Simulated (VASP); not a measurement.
The system is BN.

```xyz
2
Lattice="0.0000 1.8075 1.8075 1.8075 0.0000 1.8075 1.8075 1.8075 0.0000" Properties=species:S:1:pos:R:3 pbc="T T T"
B     0.0000    0.0000    0.0000
N     2.7113    2.7113    2.7113
```

Program: VASP 6.6.1. Alike in all runs: task electric field gradients; no spin polarisation; cell as given; k mesh 11 × 11 × 11; cutoff (eV) 520; smearing fermi-dirac 0.02 eV.

Question: Order these runs on this cell by their pressure, lowest first.
A. level PBE; potentials or basis VASP PAW PBE potentials, release 64 (B, N)
B. level LDA; potentials or basis VASP PAW LDA potentials, release 64 (B, N)
C. level r2SCAN; potentials or basis VASP PAW PBE potentials, release 64 (B, N)

Answer: B (-10.1 GPa), C (-0.6 GPa), A (3.3 GPa).

Caveats: the PAW data sets were made with another functional, which shifts forces and pressure a little (some runs).
